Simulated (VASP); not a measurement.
Write the native input for VASP 6.6.1 that does the following.

- Task: single point
- Functional: r2SCAN
- Potentials or basis: VASP PAW PBE potentials, release 64 (C)
- Cutoff: 520 eV
- k mesh: 12 × 12 × 4
- Occupations: gaussian, width 0.05 eV
- Spin: no spin polarisation
- Dipole correction: no
- Further INCAR settings: ALGO = Normal; EDIFF = 1e-06; NBANDS = 26

C:

```xyz
8
Lattice="2.6353 0.0000 0.0000 -1.3177 2.2823 0.0000 0.0000 0.0000 8.2803" Properties=species:S:1:pos:R:3 pbc="T T T"
C     0.0000    0.0000    0.7695
C     0.0000    0.0000    4.9097
C     0.0000    0.0000    3.3706
C     0.0000    0.0000    7.5108
C     0.0000    1.5215    1.2876
C     1.3177    0.7608    5.4277
C     0.0000    1.5215    2.8526
C     1.3177    0.7608    6.9928
```

This cell differs from its parent crystal: strain +0.050 along x and y, +0.000 along z.

The input as run:

POSCAR

```
C
1.0
    2.6353316695      0.0000000000      0.0000000000
   -1.3176658347      2.2822641731      0.0000000000
    0.0000000000      0.0000000000      8.2803246248
C
8
Direct
    0.0000000000      0.0000000000      0.0929334757
    0.0000000000      0.0000000000      0.5929334757
    0.0000000000      0.0000000000      0.4070665243
    0.0000000000      0.0000000000      0.9070665243
    0.3333333333      0.6666666667      0.1554962089
    0.6666666667      0.3333333333      0.6554962089
    0.3333333333      0.6666666667      0.3445037911
    0.6666666667      0.3333333333      0.8445037911
```

INCAR.step1

```
  ALGO = Normal
  EDIFF = 1E-4
  ENCUT = 520
  GGA = PE
  ISMEAR = 0
  LASPH = True
  LCHARG = False
  LREAL = False
  LWAVE = True
  NBANDS = 26
  NELM = 80
  PREC = Accurate
  SIGMA = 0.05
```

INCAR.step2

```
  ALGO = Normal
  EDIFF = 1E-6
  ENCUT = 520
  ISIF = 2
  ISMEAR = 0
  ISTART = 1
  LASPH = True
  LCHARG = False
  LMIXTAU = True
  LREAL = False
  LWAVE = False
  METAGGA = R2SCAN
  NBANDS = 26
  NELM = 80
  PREC = Accurate
  SIGMA = 0.05
```

KPOINTS

```
k-points
0
Gamma
  12 12 4
```

Potentials or basis: VASP PAW PBE potentials, release 64 (C).

The run is started by

```bash
$ cat potpaw_PBE.64/C/POTCAR > POTCAR
$ cp INCAR.step1 INCAR
$ mpirun -np 1 vasp_std > vasp.out
$ cp INCAR.step2 INCAR
$ mpirun -np 1 vasp_std > vasp.out
```

Results of the run:

* Pressure: -34.7 GPa
* Largest force: 0.077 eV/Å
* Band gap on the k mesh: 3.92 eV, indirect (least direct gap 4.76 eV)

Caveat: the cell differs from its parent crystal (strain +0.050 along x and y, +0.000 along z); the PAW data sets were made with another functional, which shifts forces and pressure a little.

Wall time 3 min on 1 thread of AMD EPYC 7R13 Processor (Zen 3), on a shared host, peak memory 0.16 GiB.
